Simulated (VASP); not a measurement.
# HfN (P6_3/mmc) in VASP: settings compared

HfN is run at these levels: PBEsol+D3(BJ), PBEsol, BLYP+D3(BJ); tasks: single point.

Everything below comes from runs of VASP 6.6.1. Logs are shortened: lines on timing, memory, paths and dates and some standing lists are left out, and cuts for length are marked.

### 1 The cell of the first run

It takes space group P6_3/mmc (No. 194, hexagonal). The conventional cell has a = 3.105 Å, b = 3.105 Å, c = 5.363 Å, α = 90.00°, β = 90.00°, γ = 120.00°. Within 3.0 Å of Hf (site symmetry -6m2) lie 6 N at 2.24 Å. N (site symmetry -3m) has 6 Hf at 2.24 Å and 2 N at 2.68 Å within 3.0 Å.

### 2 Single point, PBEsol+D3(BJ)

INCAR reads:

```
SYSTEM = HfN
  PREC = Accurate
  ENCUT = 520
  EDIFF = 1E-7
  ISMEAR = -1
  SIGMA = 0.1
  LREAL = .FALSE.
  LASPH = .TRUE.
  NELM = 60
  ALGO = Normal
  ISIF = 2
  LWAVE = .FALSE.
  LCHARG = .FALSE.
  GGA = PS
  IVDW = 12
  NBANDS = 23
```

KPOINTS reads:

```
regular mesh
0
G
  9 9 5
  0 0 0
```

POSCAR reads:

```
HfN
1.0
    3.1047344203      0.0000000000      0.0000000000
   -1.5523672102      2.6887788800      0.0000000000
    0.0000000000      0.0000000000      5.3626096511
Hf N
2 2
Direct
    0.6666666667      0.3333333333      0.7500000000
    0.3333333333      0.6666666667      0.2500000000
    0.0000000000      0.0000000000      0.0000000000
    0.0000000000      0.0000000000      0.5000000000
```

Potentials or basis: VASP PAW PBE potentials, release 64 (Hf_pv, N).

Run with:

```console
cat potpaw_PBE.64/Hf_pv/POTCAR potpaw_PBE.64/N/POTCAR > POTCAR
mpirun -np 1 vasp_std > vasp.out
```

OUTCAR:

```text
SYSTEM = HfN
   PREC = Accurate
   ENCUT = 520
   EDIFF = 1E-7
   ISMEAR = -1
   LREAL = .FALSE.
   LASPH = .TRUE.
   NELM = 60
   ISIF = 2
   GGA = PS
   IVDW = 12
 IVDW          = 12

 ion  position               nearest neighbor table
   1  0.667  0.333  0.750-   3 2.24   4 2.24   3 2.24   4 2.24   3 2.24   4 2.24   2 3.23   2 3.23
                             2 3.23   2 3.23   2 3.23   2 3.23
   2  0.333  0.667  0.250-   3 2.24   4 2.24   3 2.24   4 2.24   3 2.24   4 2.24   1 3.23   1 3.23
                             1 3.23   1 3.23   1 3.23   1 3.23
   3  0.000  0.000  0.000-   1 2.24   2 2.24   1 2.24   2 2.24   1 2.24   2 2.24
   4  0.000  0.000  0.500-   1 2.24   2 2.24   1 2.24   2 2.24   1 2.24   2 2.24

  LATTYP: Found a hexagonal cell.
 ALAT       =     3.1047344203
 C/A-ratio  =     1.7272361900

  Lattice vectors:

 A1 = (   3.1047344203,   0.0000000000,   0.0000000000)
 A2 = (  -1.5523672102,   2.6887788800,   0.0000000000)
 A3 = (   0.0000000000,   0.0000000000,   5.3626096511)

Analysis of symmetry for initial positions (statically):
=====================================================================
 Subroutine PRICEL returns:
 Original cell was already a primitive cell.

 Routine SETGRP: Setting up the symmetry group for a
 hexagonal supercell.

 Subroutine GETGRP returns: Found 24 space group operations
 (whereof 12 operations were pure point group operations)
 out of a pool of 24 trial point group operations.

The static configuration has the point symmetry D_3d.
 The point group associated with its full space group is D_6h.

Analysis of symmetry for dynamics (positions and initial velocities):
=====================================================================
 Subroutine PRICEL returns:
 Original cell was already a primitive cell.

 Routine SETGRP: Setting up the symmetry group for a
 hexagonal supercell.

 Subroutine GETGRP returns: Found 24 space group operations
 (whereof 12 operations were pure point group operations)
 out of a pool of 24 trial point group operations.

The dynamic configuration has the point symmetry D_3d.
 The point group associated with its full space group is D_6h.

 Subroutine INISYM returns: Found 24 space group operations
 (whereof 12 operations are pure point group operations),
 and found     1 'primitive' translations

----------------------------------------------------------------------------------------

                                     Primitive cell

[... 94 lines left out ...]
   EDIFF  = 0.1E-06   stopping-criterion for ELM
   LREAL  =      F    real-space projection
   EDIFFG = 0.1E-05   stopping-criterion for IOM
   NSW    =      0    number of steps for IOM
   IBRION =     -1    ionic relax: 0-MD 1-quasi-New 2-CG
   NFREE  =      0    steps in history (QN), initial steepest desc. (CG)
   ISIF   =      2    stress and relaxation
   ISYM   =      2    0-nonsym 1-usesym 2-fastsym
   POTIM  = 0.5000    time-step for ionic-motion
   TEBEG  =    0.0;   TEEND  =   0.0 temperature during run
   PSTRESS=    0.0 pullay stress
   NELECT =      30.0000    total number of electrons
   NUPDOWN=      -1.0000    fix difference up-down
   EMIN   =  10.00;   EMAX   =-10.00  energy-range for DOS
   EFERMI =   0.00;   METHOD = LEGACY
   ISMEAR =    -1;   SIGMA  =   0.10  broadening in eV -4-tet -1-fermi 0-gaus
   EFERMI_NEDOS =   21; number of points for ismear=-14 and -15
   IALGO  =     38    algorithm
   IMIX   =      4    mixing-type and parameters
     AMIX     =   0.40;   BMIX     =  1.00
     AMIX_MAG =   1.60;   BMIX_MAG =  1.00
  volume/ion in A,a.u.               =      11.19        75.53
  Fermi-wavevector in a.u.,A,eV,Ry     =   1.432617  2.707253 27.924469  2.052391
  Thomas-Fermi vector in A             =   2.552225
   LORBIT       =      0    0 simple, 1 ext, 2 COOP (PROOUT), +10 PAW based schemes
   GGA     = PS    functional components
   LHFCALC =     F    Hartree Fock is set to
   AEXX    =    0.0000 exact exchange contribution
   IVDW    =    12    specifies the selected vdW correction
   LEPSILON=     F    determine dielectric tensor
   LRPA    =     F    only Hartree local field effects (RPA)
 non-spin polarized calculation
  energy-cutoff  :      520.00
  volume of cell :       44.77
 maximum number of plane-waves:      1214
 NGX is ok and might be reduce to    24
   NGX = 11   NGY = 11   NGZ = 19

 number of electron      29.9999998 magnetization

 Free energy of the ion-electron system (eV)
  ---------------------------------------------------
  ext. energy  EPLUGINS =         0.00000000
  ---------------------------------------------------
  free energy    TOTEN  =       -45.87360808 eV

  energy without entropy =      -45.84058833  energy(sigma->0) =      -45.85709820

 E-fermi :   8.0558     XC(G=0): -13.0538

 val. band max:        7.8499243635   @ k =   0.1111  -0.0000   0.2000
 cond. band min:       8.0751531469   @ k =   0.3333   0.0000   0.4000
 fundamental gap:      0.2252287834
 Fermi energy:         8.0557601763

 k-point     1 :       0.0000    0.0000    0.0000
  band No.  band energies     occupation
      1     -23.6105      2.00000
      2     -22.6362      2.00000
      3     -22.5340      2.00000
      4     -22.5340      2.00000
      5     -22.4665      2.00000
      6     -22.4665      2.00000
[... 613 lines left out ...]
     22      14.4205      0.00000
     23      16.0672      0.00000

 [... further k-points ...]

------------------------ aborting loop because EDIFF is reached ----------------------------------------

 Edisp (eV)   -1.59923

 E8    (eV) :    -1.1224

  FORCE on cell =-STRESS in cart. coord.  units (eV):
  Direction    XX          YY          ZZ          XY          YZ          ZX
  --------------------------------------------------------------------------------------
  -------------------------------------------------------------------------------------
  Total      -0.59579    -0.59579    -0.54801     0.00000     0.00000    -0.00000
  in kB     -21.32289   -21.32289   -19.61312     0.00000     0.00000    -0.00000
  external pressure =      -20.75 kB  Pullay stress =        0.00 kB

 VOLUME and BASIS-vectors are now :
 -----------------------------------------------------------------------------
  energy-cutoff  :      520.00
  volume of cell :       44.77
      direct lattice vectors                 reciprocal lattice vectors
     3.104734420  0.000000000  0.000000000     0.322088741  0.185958021  0.000000000
    -1.552367210  2.688778880  0.000000000     0.000000000  0.371916042  0.000000000
     0.000000000  0.000000000  5.362609651     0.000000000  0.000000000  0.186476373

 POSITION                                       TOTAL-FORCE (eV/Angst)
 -----------------------------------------------------------------------------------
      1.55237      0.89626      4.02196         0.000000     -0.000000      0.000000
     -0.00000      1.79252      1.34065        -0.000000      0.000000      0.000000
      0.00000      0.00000      0.00000         0.000000     -0.000000      0.000000
      0.00000      0.00000      2.68130         0.000000     -0.000000      0.000000
 -----------------------------------------------------------------------------------
    total drift:                               -0.000000      0.000000     -0.000000

  FREE ENERGIE OF THE ION-ELECTRON SYSTEM (eV)
  ---------------------------------------------------
  free  energy   TOTEN  =       -47.4728345933 eV

  energy  without entropy=      -47.4398148456  energy(sigma->0) =      -47.45632472
```

It took 24 s on 1 thread of Intel Xeon Platinum 8488C (Sapphire Rapids), shared host; peak memory 0.18 GiB.

What came out:

```yaml
Free_energy: -47.4728 eV
Pressure: -2.1 GPa
Band_gap_on_the_k_mesh: zero (band 15 reaches 9.52 eV, above the bottom of band 16 at 7.77 eV)
Dispersion_energy_per_atom: -0.400 eV
```

Levels at points of the mesh, in eV from the Fermi level:
```tsv
k point	band 13	band 14	band 15	band 16	band 17	band 18
(0.00, 0.00, 0.00)	-3.69	-1.74	-0.70	0.68	0.68	1.20
```

Caveat: the PAW data sets were made with another functional, which shifts forces and pressure a little; spin-orbit coupling is left out, which moves the levels of the heavy elements; pairwise dispersion overbinds metals, which lowers pressure and volume.

### 3 Single point, PBEsol

This run uses another cell than the first one, of 11.42 Å³/atom, 1.020 times its volume.

INCAR reads:

```
PREC     = Accurate       # precision mode
ENCUT    = 520            # plane-wave cutoff, eV
EDIFF    = 1E-7           # SCF threshold, eV
ISMEAR   = -1             # smearing method
SIGMA    = 0.1            # smearing width, eV
LREAL    = False          # projectors in reciprocal space
LASPH    = True           # aspherical terms in the spheres
NELM     = 80             # most SCF steps
ALGO     = Normal         # electronic algorithm
ISIF     = 2              # what is computed and relaxed
LWAVE    = False          # write WAVECAR
LCHARG   = False          # write CHGCAR
GGA      = PS             # functional
NBANDS   = 23             # bands
```

KPOINTS reads:

```
Automatic mesh
0
Gamma
  9 9 5
```

POSCAR reads:

```
HfN
1.0
    3.1255358830      0.0000000000      0.0000000000
   -1.5627679415      2.7067934751      0.0000000000
    0.0000000000      0.0000000000      5.3981063655
Hf N
2 2
Direct
    0.6666666667      0.3333333333      0.7500000000
    0.3333333333      0.6666666667      0.2500000000
    0.0000000000      0.0000000000      0.0000000000
    0.0000000000      0.0000000000      0.5000000000
```

Potentials or basis: VASP PAW PBE potentials, release 64 (Hf_pv, N).

Run with:

```console
cat potpaw_PBE.64/Hf_pv/POTCAR potpaw_PBE.64/N/POTCAR > POTCAR
mpirun -np 1 vasp_std > vasp.out
```

It took 30 s on 1 thread of Intel Xeon Platinum 8488C (Sapphire Rapids), shared host; peak memory 0.17 GiB.

Results (log left out):

* Free energy: -45.8784 eV
* Pressure: -2.1 GPa
* Band gap on the k mesh: zero (band 15 reaches 9.29 eV, above the bottom of band 16 at 7.60 eV)

Stress tensor (GPa, compression positive):
```
-2.14  0.00  0.00
 0.00 -2.14  0.00
 0.00  0.00 -1.98
```

Levels at points of the mesh, in eV from the Fermi level:
| k point | band 12 | band 13 | band 14 | band 15 | band 16 | band 17 | band 18 | band 19 |
| --- | --- | --- | --- | --- | --- | --- | --- | --- |
| (0.00, 0.00, 0.00) | -3.63 | -3.63 | -1.73 | -0.67 | 0.68 | 0.68 | 1.07 | 1.81 |

Caveat: the PAW data sets were made with another functional, which shifts forces and pressure a little; spin-orbit coupling is left out, which moves the levels of the heavy elements.

(Continued in part 2 of 2.)
